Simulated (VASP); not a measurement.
# HfSi2B4 (P6/mmm) in VASP: a series of runs, part 2 of 2

VASP 6.6.1.

## Step 3: Relaxation of cell and atoms, PBE

This run uses another cell than the first one, of 11.51 Å³/atom.

Input file INCAR:

```
ALGO = Normal ; EDIFF = 1E-7
EDIFFG = -0.08 ; ENCUT = 600
GGA = PE ; IBRION = 2
ISIF = 3 ; ISMEAR = 0
LASPH = T ; LCHARG = F
LREAL = F ; LWAVE = F
NELM = 80 ; NSW = 36
PREC = Accurate ; SIGMA = 0.2
```

Input file KPOINTS:

```
k-points
0
Gamma
  6 6 2
```

Input file POSCAR:

```
HfSi2B4
1.0
    3.1300000000      0.0000000000      0.0000000000
   -1.5650000000      2.7106595100      0.0000000000
    0.0000000000      0.0000000000      9.5000000000
Hf Si B
1 2 4
Direct
    0.0000000000      0.0000000000      0.0000000000
    0.0000000000      0.0000000000      0.6220000000
    0.0000000000      0.0000000000      0.3780000000
    0.6666666700      0.3333333300      0.1850000000
    0.3333333300      0.6666666700      0.1850000000
    0.3333333300      0.6666666700      0.8150000000
    0.6666666700      0.3333333300      0.8150000000
```

Potentials or basis: VASP PAW PBE potentials, release 64 (Hf_pv, Si, B).

The run is started by

```console
$ cat potpaw_PBE.64/Hf_pv/POTCAR potpaw_PBE.64/Si/POTCAR potpaw_PBE.64/B/POTCAR > POTCAR
$ mpirun -np 1 vasp_std > vasp.out
```

OUTCAR:

```text
EDIFF = 1E-7
   EDIFFG = -0.08
   ENCUT = 600
   GGA = PE
   IBRION = 2
   ISIF = 3
   ISMEAR = 0
   LASPH = T
   LREAL = F
   NELM = 80
   NSW = 36
   PREC = Accurate

 ion  position               nearest neighbor table
   1  0.000  0.000  0.000-   4 2.52   5 2.52   6 2.52   7 2.52   5 2.52   6 2.52   4 2.52   7 2.52
                             4 2.52   7 2.52   5 2.52   6 2.52
   2  0.000  0.000  0.622-   3 2.32   6 2.57   7 2.57   6 2.57   7 2.57   7 2.57   6 2.57
   3  0.000  0.000  0.378-   2 2.32   4 2.57   5 2.57   5 2.57   4 2.57   4 2.57   5 2.57
   4  0.667  0.333  0.185-   5 1.81   5 1.81   5 1.81   1 2.52   1 2.52   1 2.52   3 2.57   3 2.57
                             3 2.57
   5  0.333  0.667  0.185-   4 1.81   4 1.81   4 1.81   1 2.52   1 2.52   1 2.52   3 2.57   3 2.57
                             3 2.57
   6  0.333  0.667  0.815-   7 1.81   7 1.81   7 1.81   1 2.52   1 2.52   1 2.52   2 2.57   2 2.57
                             2 2.57
   7  0.667  0.333  0.815-   6 1.81   6 1.81   6 1.81   1 2.52   1 2.52   1 2.52   2 2.57   2 2.57
                             2 2.57

  LATTYP: Found a hexagonal cell.
 ALAT       =     3.1300000000
 C/A-ratio  =     3.0351437700

  Lattice vectors:

 A1 = (   3.1300000000,   0.0000000000,   0.0000000000)
 A2 = (  -1.5650000000,   2.7106595100,   0.0000000000)
 A3 = (   0.0000000000,   0.0000000000,   9.5000000000)

Analysis of symmetry for initial positions (statically):
=====================================================================
 Subroutine PRICEL returns:
 Original cell was already a primitive cell.

 Routine SETGRP: Setting up the symmetry group for a
 hexagonal supercell.

 Subroutine GETGRP returns: Found 24 space group operations
 (whereof 24 operations were pure point group operations)
 out of a pool of 24 trial point group operations.

The static configuration has the point symmetry D_6h.

Analysis of symmetry for dynamics (positions and initial velocities):
=====================================================================
 Subroutine PRICEL returns:
 Original cell was already a primitive cell.

 Routine SETGRP: Setting up the symmetry group for a
 hexagonal supercell.

 Subroutine GETGRP returns: Found 24 space group operations
 (whereof 24 operations were pure point group operations)
 out of a pool of 24 trial point group operations.

The dynamic configuration has the point symmetry D_6h.

 Subroutine INISYM returns: Found 24 space group operations
 (whereof 24 operations are pure point group operations),
 and found     1 'primitive' translations

----------------------------------------------------------------------------------------

                                     Primitive cell

  volume of cell :      80.6015

  direct lattice vectors                    reciprocal lattice vectors
     3.130000000  0.000000000  0.000000000     0.319488818  0.184456955  0.000000000
    -1.565000000  2.710659510  0.000000000     0.000000000  0.368913911  0.000000000
     0.000000000  0.000000000  9.500000000     0.000000000  0.000000000  0.105263158

  length of vectors
     3.130000000  3.129999997  9.500000000     0.368913910  0.368913911  0.105263158

  position of ions in fractional coordinates (direct lattice)
     0.000000000  0.000000000  0.000000000
     0.000000000  0.000000000  0.622000000
     0.000000000  0.000000000  0.378000000
     0.666666670  0.333333330  0.185000000
     0.333333330  0.666666670  0.185000000
     0.333333330  0.666666670  0.815000000
[... 34 lines left out ...]
 ===========================================

 Found     14 irreducible k-points:

 Following reciprocal coordinates:
            Coordinates               Weight
  0.000000  0.000000  0.000000      1.000000
  0.166667  0.000000  0.000000      6.000000
  0.333333  0.000000  0.000000      6.000000
  0.500000  0.000000  0.000000      3.000000
  0.166667  0.166667  0.000000      6.000000
  0.333333  0.166667  0.000000     12.000000
  0.333333  0.333333  0.000000      2.000000
  0.000000  0.000000  0.500000      1.000000
  0.166667  0.000000  0.500000      6.000000
  0.333333  0.000000  0.500000      6.000000
  0.500000  0.000000  0.500000      3.000000
  0.166667  0.166667  0.500000      6.000000
  0.333333  0.166667  0.500000     12.000000
  0.333333  0.333333  0.500000      2.000000
   k-points           NKPTS =     14   k-points in BZ     NKDIM =     14   number of bands    NBANDS=     19
   number of dos      NEDOS =    301   number of ions     NIONS =      7
   total plane-waves  NPLWV =  62720
   dimension x,y,z NGX =    28 NGY =   28 NGZ =   80
   dimension x,y,z NGXF=    56 NGYF=   56 NGZF=  160
   ions per type =               1   2   4
   NGX,Y,Z   is equivalent  to a cutoff of  14.87, 14.87, 14.00 a.u.
   NGXF,Y,Z  is equivalent  to a cutoff of  29.74, 29.74, 28.00 a.u.
 SYSTEM =  unknown system
   PREC   = accura    normal or accurate (medium, high low for compatibility)
   ISTART =      0    job   : 0-new  1-cont  2-samecut
   ICHARG =      2    charge: 1-file 2-atom 10-const
   ISPIN  =      1    spin polarized calculation?
   LNONCOLLINEAR =      F non collinear calculations
   LSORBIT =      F    spin-orbit coupling
   LASPH  =      T    aspherical Exc in radial PAW
   ENCUT  =  600.0 eV  44.10 Ry    6.64 a.u.   6.25  6.25 18.97*2*pi/ulx,y,z
   NELM   =     80;   NELMIN=  2; NELMDL= -5     # of ELM steps
   EDIFF  = 0.1E-06   stopping-criterion for ELM
   LREAL  =      F    real-space projection
   EDIFFG = -.8E-01   stopping-criterion for IOM
   NSW    =     36    number of steps for IOM
   IBRION =      2    ionic relax: 0-MD 1-quasi-New 2-CG
   NFREE  =      1    steps in history (QN), initial steepest desc. (CG)
   ISIF   =      3    stress and relaxation
   ISYM   =      2    0-nonsym 1-usesym 2-fastsym
   POTIM  = 0.5000    time-step for ionic-motion
   TEBEG  =    0.0;   TEEND  =   0.0 temperature during run
   PSTRESS=    0.0 pullay stress
   NELECT =      30.0000    total number of electrons
   NUPDOWN=      -1.0000    fix difference up-down
   EMIN   =  10.00;   EMAX   =-10.00  energy-range for DOS
   EFERMI =   0.00;   METHOD = LEGACY
   ISMEAR =     0;   SIGMA  =   0.20  broadening in eV -4-tet -1-fermi 0-gaus
   EFERMI_NEDOS =   21; number of points for ismear=-14 and -15
   IALGO  =     38    algorithm
   IMIX   =      4    mixing-type and parameters
     AMIX     =   0.40;   BMIX     =  1.00
     AMIX_MAG =   1.60;   BMIX_MAG =  1.00
  volume/ion in A,a.u.               =      11.51        77.70
  Fermi-wavevector in a.u.,A,eV,Ry     =   1.177609  2.225357 18.868041  1.386762
  Thomas-Fermi vector in A             =   2.313952
   LORBIT       =      0    0 simple, 1 ext, 2 COOP (PROOUT), +10 PAW based schemes
   GGA     = PE    functional components
   LHFCALC =     F    Hartree Fock is set to
   AEXX    =    0.0000 exact exchange contribution
   IVDW    =     0    specifies the selected vdW correction
   LEPSILON=     F    determine dielectric tensor
   LRPA    =     F    only Hartree local field effects (RPA)
 conjugate gradient relaxation of ions
 non-spin polarized calculation
 Gauss-broadening in eV      SIGMA  =   0.20
  energy-cutoff  :      600.00
  volume of cell :       80.60
 maximum number of plane-waves:      2725
 NGX is ok and might be reduce to    28
   NGX = 13   NGY = 13   NGZ = 37

--------------------------------------- Ionic step        1  -------------------------------------------

 number of electron      30.0000000 magnetization

 Free energy of the ion-electron system (eV)
  ---------------------------------------------------
  ext. energy  EPLUGINS =         0.00000000
  ---------------------------------------------------
  free energy    TOTEN  =       -47.01877794 eV

  energy without entropy =      -46.98727697  energy(sigma->0) =      -47.00302746

------------------------ aborting loop because EDIFF is reached ----------------------------------------

  FORCE on cell =-STRESS in cart. coord.  units (eV):
  Direction    XX          YY          ZZ          XY          YZ          ZX
  --------------------------------------------------------------------------------------
  -------------------------------------------------------------------------------------
  Total       -5.5994973     -5.5994973      2.6862819     -0.0000000      0.0000000     -0.0000000
  in kB     -111.3055219   -111.3055216     53.3972956     -0.0000000      0.0000000     -0.0000000
  external PRESSURE =     -56.4045826 kB  Pullay stress =       0.0000000 kB
[... 192 lines left out ...]
--------------------------------------- Ionic step        6  -------------------------------------------

 number of electron      30.0000000 magnetization

 Free energy of the ion-electron system (eV)
  ---------------------------------------------------
  ext. energy  EPLUGINS =         0.00000000
  ---------------------------------------------------
  free energy    TOTEN  =       -47.31763112 eV

  energy without entropy =      -47.28344325  energy(sigma->0) =      -47.30053718

 E-fermi :   7.7433     XC(G=0): -11.5570

 val. band max:        7.6519450958   @ k =   0.3333   0.1667   0.0000
 cond. band min:       7.8769659178   @ k =   0.1667   0.0000   0.5000
 fundamental gap:      0.2250208221
 Fermi energy:         7.7432907048

 k-point     1 :       0.0000    0.0000    0.0000
  band No.  band energies     occupation
      1     -22.8792      2.00000
      2     -22.1161      2.00000
      3     -22.1161      2.00000
      4      -6.6722      2.00000
      5      -5.9327      2.00000
      6      -3.0149      2.00000
[... 331 lines left out ...]
  FREE ENERGIE OF THE ION-ELECTRON SYSTEM (eV)
  ---------------------------------------------------
  free  energy   TOTEN  =       -47.3176311175 eV

  energy  without entropy=      -47.2834432496  energy(sigma->0) =      -47.30053718

 reached required accuracy - stopping structural energy minimisation
```

It took 2.4 min on 1 thread of AMD EPYC 7R43 (Zen 3), shared host; peak memory 0.21 GiB.

Results:

| Quantity | Value |
| --- | --- |
| Free energy | -47.3176 eV |
| Relaxed volume | 11.09 Å³/atom |
| Relaxed cell | a = 3.038 Å, b = 3.038 Å, c = 9.709 Å, α = 90.00°, β = 90.00°, γ = 120.00° |
| Space group after relaxing (to 0.1 Å) | P6/mmm (No. 191) |
| Energy gained by relaxing | 42.7 meV/atom |
| Ionic steps | 6 |
| Pressure after relaxing | 0.3 GPa |
| Largest force after relaxing | 0.004 eV/Å |
| Band gap on the k mesh | zero (bands 15 and 16 overlap by 2.41 eV) |

Forces in eV/Å, atoms in the order of the input:
```
Hf   0.000  0.000  0.000
Si   0.000  0.000  0.004
Si   0.000  0.000 -0.004
B    0.000  0.000 -0.002
B    0.000  0.000 -0.002
B    0.000  0.000  0.002
B    0.000  0.000  0.002
```

The path:
| step | energy change (eV) | largest force (eV/Å) | pressure (GPa) | volume (Å³) |
| --- | --- | --- | --- | --- |
| 1 | 0.0000 | 1.1638 | -5.64 | 80.60 |
| 2 | -0.2493 | 0.4721 | 4.20 | 75.88 |
| 3 | -0.2609 | 0.5764 | 2.25 | 76.66 |
| 4 | -0.2944 | 0.2043 | -0.41 | 77.88 |
| 5 | -0.2955 | 0.1434 | -0.93 | 78.15 |
| 6 | -0.2989 | 0.0040 | 0.25 | 77.61 |

Final structure:
```yaml
crystal:
  lattice:
    - [3.03805, 0.00000, 0.00000]
    - [-1.51903, 2.63103, 0.00000]
    - [0.00000, 0.00000, 9.70895]
  atoms:
    - { symbol: Hf, position: [0.00000, 0.00000, 0.00000] }
    - { symbol: Si, position: [0.00000, 0.00000, 0.63229] }
    - { symbol: Si, position: [0.00000, 0.00000, 0.36771] }
    - { symbol: B, position: [0.66667, 0.33333, 0.18632] }
    - { symbol: B, position: [0.33333, 0.66667, 0.18632] }
    - { symbol: B, position: [0.33333, 0.66667, 0.81368] }
    - { symbol: B, position: [0.66667, 0.33333, 0.81368] }
```

Caveat: the k points lie up to 0.40 Å⁻¹ apart in the final cell, too coarse for converged energies and pressures of a metal; spin-orbit coupling is left out, which moves the levels of the heavy elements.
